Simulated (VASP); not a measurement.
# Mg3S2O (P4/mmm) in VASP: a series of runs, part 2 of 2

VASP 6.6.1.

## 5. Single point, PBE

This run uses another cell than the first one, of 21.92 Å³/atom.

The input, INCAR:

```
SYSTEM = Mg3S2O
  ALGO = Normal
  EDIFF = 1E-6
  ENCUT = 520
  GGA = PE
  ISIF = 2
  ISMEAR = 0
  LASPH = .True.
  LCHARG = .False.
  LREAL = .False.
  LWAVE = .False.
  NBANDS = 21
  NELM = 60
  PREC = Accurate
  SIGMA = 0.1
```

The input, KPOINTS:

```
k-points
0
Gamma
  8 8 8
  0 0 0
```

The input, POSCAR:

```
Mg3S2O
1.0
    5.4599091293      0.0000000000      0.0000000000
    0.0000000000      5.4599091293      0.0000000000
    0.0000000000      0.0000000000      4.4123491192
Mg S O
3 2 1
Direct
    0.0000000000      0.5000000000      0.5000000000
    0.5000000000      0.0000000000      0.5000000000
    0.5000000000      0.5000000000      0.5000000000
    0.5000000000      0.5000000000      0.0000000000
    0.0000000000      0.0000000000      0.5000000000
    0.0000000000      0.0000000000      0.0000000000
```

Potentials or basis: VASP PAW PBE potentials, release 64 (Mg, S, O).

Run with:

```bash
$ cat potpaw_PBE.64/Mg/POTCAR potpaw_PBE.64/S/POTCAR potpaw_PBE.64/O/POTCAR > POTCAR
$ mpirun -np 1 vasp_std > vasp.out
```

OUTCAR:

```text
SYSTEM = Mg3S2O
   EDIFF = 1E-6
   ENCUT = 520
   GGA = PE
   ISIF = 2
   ISMEAR = 0
   LASPH = .True.
   LREAL = .False.
   NELM = 60
   PREC = Accurate

 ion  position               nearest neighbor table
   1  0.000  0.500  0.500-   3 2.73   5 2.73   5 2.73   3 2.73
   2  0.500  0.000  0.500-   3 2.73   5 2.73   3 2.73   5 2.73
   3  0.500  0.500  0.500-   4 2.21   4 2.21   1 2.73   2 2.73   2 2.73   1 2.73
   4  0.500  0.500  0.000-   3 2.21   3 2.21
   5  0.000  0.000  0.500-   6 2.21   6 2.21   1 2.73   2 2.73   1 2.73   2 2.73
   6  0.000  0.000  0.000-   5 2.21   5 2.21

  LATTYP: Found a simple tetragonal cell.
 ALAT       =     5.4599091293
 C/A-ratio  =     0.8081359991

  Lattice vectors:

 A1 = (   5.4599091293,   0.0000000000,   0.0000000000)
 A2 = (   0.0000000000,   5.4599091293,   0.0000000000)
 A3 = (   0.0000000000,   0.0000000000,   4.4123491192)

Analysis of symmetry for initial positions (statically):
=====================================================================
 Subroutine PRICEL returns:
 Original cell was already a primitive cell.

 Routine SETGRP: Setting up the symmetry group for a
 simple tetragonal supercell.

 Subroutine GETGRP returns: Found 16 space group operations
 (whereof 16 operations were pure point group operations)
 out of a pool of 16 trial point group operations.

The static configuration has the point symmetry D_4h.

Analysis of symmetry for dynamics (positions and initial velocities):
=====================================================================
 Subroutine PRICEL returns:
 Original cell was already a primitive cell.

 Routine SETGRP: Setting up the symmetry group for a
 simple tetragonal supercell.

 Subroutine GETGRP returns: Found 16 space group operations
 (whereof 16 operations were pure point group operations)
 out of a pool of 16 trial point group operations.

The dynamic configuration has the point symmetry D_4h.

 Subroutine INISYM returns: Found 16 space group operations
 (whereof 16 operations are pure point group operations),
 and found     1 'primitive' translations

----------------------------------------------------------------------------------------

                                     Primitive cell

  volume of cell :     131.5348

  direct lattice vectors                    reciprocal lattice vectors
     5.459909129  0.000000000  0.000000000     0.183153231  0.000000000  0.000000000
     0.000000000  5.459909129  0.000000000     0.000000000  0.183153231  0.000000000
     0.000000000  0.000000000  4.412349119     0.000000000  0.000000000  0.226636645

  length of vectors
     5.459909129  5.459909129  4.412349119     0.183153231  0.183153231  0.226636645

  position of ions in fractional coordinates (direct lattice)
     0.000000000  0.500000000  0.500000000
     0.500000000  0.000000000  0.500000000
     0.500000000  0.500000000  0.500000000
     0.500000000  0.500000000  0.000000000
     0.000000000  0.000000000  0.500000000
     0.000000000  0.000000000  0.000000000

  ion indices of the primitive-cell ions
   primitive index   ion index
                 1           1
                 2           2
                 3           3
                 4           4
                 5           5
                 6           6
[... 21 lines left out ...]

 Subroutine IBZKPT returns following result:
 ===========================================

 Found     75 irreducible k-points:

 Following reciprocal coordinates:
            Coordinates               Weight
  0.000000  0.000000  0.000000      1.000000
  0.125000  0.000000  0.000000      4.000000
  0.250000  0.000000  0.000000      4.000000
  0.375000  0.000000  0.000000      4.000000
  0.500000  0.000000  0.000000      2.000000
  0.125000  0.125000  0.000000      4.000000
[... 16 lines left out ...]
  0.375000  0.125000  0.125000     16.000000
  0.500000  0.125000  0.125000      8.000000
 [... further k-points ...]
   k-points           NKPTS =     75   k-points in BZ     NKDIM =     75   number of bands    NBANDS=     21
   number of dos      NEDOS =    301   number of ions     NIONS =      6
   total plane-waves  NPLWV =  63504
   dimension x,y,z NGX =    42 NGY =   42 NGZ =   36
   dimension x,y,z NGXF=    84 NGYF=   84 NGZF=   72
   ions per type =               3   2   1
   NGX,Y,Z   is equivalent  to a cutoff of  12.79, 12.79, 13.56 a.u.
   NGXF,Y,Z  is equivalent  to a cutoff of  25.58, 25.58, 27.13 a.u.
 SYSTEM =  Mg3S2O
   PREC   = accura    normal or accurate (medium, high low for compatibility)
   ISTART =      0    job   : 0-new  1-cont  2-samecut
   ICHARG =      2    charge: 1-file 2-atom 10-const
   ISPIN  =      1    spin polarized calculation?
   LNONCOLLINEAR =      F non collinear calculations
   LSORBIT =      F    spin-orbit coupling
   LASPH  =      T    aspherical Exc in radial PAW
   ENCUT  =  520.0 eV  38.22 Ry    6.18 a.u.  10.15 10.15  8.20*2*pi/ulx,y,z
   NELM   =     60;   NELMIN=  2; NELMDL= -5     # of ELM steps
   EDIFF  = 0.1E-05   stopping-criterion for ELM
   LREAL  =      F    real-space projection
   EDIFFG = 0.1E-04   stopping-criterion for IOM
   NSW    =      0    number of steps for IOM
   IBRION =     -1    ionic relax: 0-MD 1-quasi-New 2-CG
   NFREE  =      0    steps in history (QN), initial steepest desc. (CG)
   ISIF   =      2    stress and relaxation
   ISYM   =      2    0-nonsym 1-usesym 2-fastsym
   POTIM  = 0.5000    time-step for ionic-motion
   TEBEG  =    0.0;   TEEND  =   0.0 temperature during run
   PSTRESS=    0.0 pullay stress
   NELECT =      24.0000    total number of electrons
   NUPDOWN=      -1.0000    fix difference up-down
   EMIN   =  10.00;   EMAX   =-10.00  energy-range for DOS
   EFERMI =   0.00;   METHOD = LEGACY
   ISMEAR =     0;   SIGMA  =   0.10  broadening in eV -4-tet -1-fermi 0-gaus
   EFERMI_NEDOS =   21; number of points for ismear=-14 and -15
   IALGO  =     38    algorithm
   IMIX   =      4    mixing-type and parameters
     AMIX     =   0.40;   BMIX     =  1.00
     AMIX_MAG =   1.60;   BMIX_MAG =  1.00
  volume/ion in A,a.u.               =      21.92       147.94
  Fermi-wavevector in a.u.,A,eV,Ry     =   0.928535  1.754677 11.730637  0.862178
  Thomas-Fermi vector in A             =   2.054722
   LORBIT       =      0    0 simple, 1 ext, 2 COOP (PROOUT), +10 PAW based schemes
   GGA     = PE    functional components
   LHFCALC =     F    Hartree Fock is set to
   AEXX    =    0.0000 exact exchange contribution
   IVDW    =     0    specifies the selected vdW correction
   LEPSILON=     F    determine dielectric tensor
   LRPA    =     F    only Hartree local field effects (RPA)
 non-spin polarized calculation
 Gauss-broadening in eV      SIGMA  =   0.10
  energy-cutoff  :      520.00
  volume of cell :      131.53
 maximum number of plane-waves:      3572
 NGX is ok and might be reduce to    42
   NGX = 21   NGY = 21   NGZ = 17

 number of electron      24.0000007 magnetization

 Free energy of the ion-electron system (eV)
  ---------------------------------------------------
  ext. energy  EPLUGINS =         0.00000000
  ---------------------------------------------------
  free energy    TOTEN  =       -17.13159557 eV

  energy without entropy =      -17.12366198  energy(sigma->0) =      -17.12762878

 E-fermi :   2.4355     XC(G=0):  -8.3941

 val. band max:        2.4346885811   @ k =   0.1250   0.1250   0.0000
 cond. band min:       2.4504089998   @ k =   0.5000   0.1250   0.1250
 fundamental gap:      0.0157204187
 Fermi energy:         2.4355128467

 k-point     1 :       0.0000    0.0000    0.0000
  band No.  band energies     occupation
      1     -13.9765      2.00000
      2     -10.6188      2.00000
      3      -9.3682      2.00000
      4      -2.8601      2.00000
      5      -2.0139      2.00000
      6      -2.0139      2.00000
[... 565 lines left out ...]
     20       8.0156      0.00000
     21       8.6474      0.00000

 [... further k-points ...]
[... 5 lines left out ...]
  --------------------------------------------------------------------------------------
  -------------------------------------------------------------------------------------
  Total       -0.0420142     -0.0420142      0.0026525      0.0000000      0.0000000     -0.0000000
  in kB       -0.5117601     -0.5117601      0.0323094      0.0000000      0.0000000     -0.0000000
  external PRESSURE =      -0.3304036 kB  Pullay stress =       0.0000000 kB

 VOLUME and BASIS-vectors are now :
 -----------------------------------------------------------------------------
  energy-cutoff  :      520.00
  volume of cell :      131.53
      direct lattice vectors                 reciprocal lattice vectors
     5.459909129  0.000000000  0.000000000     0.183153231  0.000000000  0.000000000
     0.000000000  5.459909129  0.000000000     0.000000000  0.183153231  0.000000000
     0.000000000  0.000000000  4.412349119     0.000000000  0.000000000  0.226636645

 POSITION                                       TOTAL-FORCE (eV/Angst)
 -----------------------------------------------------------------------------------
      0.00000      2.72995      2.20617         0.000000      0.000000      0.000000
      2.72995      0.00000      2.20617         0.000000      0.000000      0.000000
      2.72995      2.72995      2.20617         0.000000      0.000000      0.000000
      2.72995      2.72995      0.00000         0.000000      0.000000      0.000000
      0.00000      0.00000      2.20617         0.000000      0.000000      0.000000
      0.00000      0.00000      0.00000         0.000000      0.000000      0.000000
 -----------------------------------------------------------------------------------
    total drift:                               -0.000000     -0.000000     -0.000000

  FREE ENERGIE OF THE ION-ELECTRON SYSTEM (eV)
  ---------------------------------------------------
  free  energy   TOTEN  =       -17.1315955716 eV

  energy  without entropy=      -17.1236619836  energy(sigma->0) =      -17.12762878
```

It took 1.7 min on 1 thread of AMD EPYC 9R45 (Zen 5), shared host; peak memory 0.33 GiB.

Results:

* Free energy: -17.1316 eV
* Pressure: 0.0 GPa
* Band gap on the k mesh: zero (bands 12 and 13 overlap by 1.44 eV)

Levels at points of the mesh, in eV from the Fermi level:
| k point | band 10 | band 11 | band 12 | band 13 | band 14 | band 15 |
| --- | --- | --- | --- | --- | --- | --- |
| (0.00, 0.00, 0.00) | -2.62 | -0.47 | -0.15 | -0.15 | 3.19 | 3.19 |
| (0.50, 0.00, 0.00) | -0.76 | -0.12 | 0.16 | 0.61 | 2.06 | 2.30 |
| (0.50, 0.50, 0.00) | -1.37 | -0.27 | -0.27 | 2.16 | 2.16 | 2.76 |
| (0.00, 0.00, 0.50) | -0.97 | -0.97 | -0.91 | 0.02 | 0.48 | 1.06 |
| (0.50, 0.00, 0.50) | -1.38 | -1.16 | -0.82 | -0.61 | 0.12 | 1.76 |
| (0.50, 0.50, 0.50) | -0.90 | -0.90 | -0.71 | 0.63 | 0.63 | 1.27 |

## 6. The runs side by side

```tsv
task	cell	k mesh	cutoff (eV)	gap on the mesh (eV)	pressure (GPa)
single point	a = 4.879, b = 4.879, c = 4.991 Å, 6 atoms	4 × 4 × 4	520	none	5.0
single point	a = 5.423, b = 5.423, c = 4.456 Å, 6 atoms	4 × 4 × 4	520	none	0.1
relaxation of cell and atoms	relaxed from a = 4.879, b = 4.879, c = 4.991 Å, 6 atoms	4 × 4 × 4	600	none	0.0
single point	a = 5.460, b = 5.460, c = 4.412 Å, 6 atoms	8 × 8 × 8	520	none	0.0
```

Alike in all rows: level PBE; potentials or basis VASP PAW PBE potentials, release 64 (Mg, S, O); no spin polarisation; smearing gaussian 0.1 eV.

Caveats: semilocal functionals underestimate gaps, so a narrow gap can read as zero (at least some runs); the cell stands under pressure (at least some runs).

Total energies depend on the potentials used, so only differences within one code and one set of settings carry meaning.
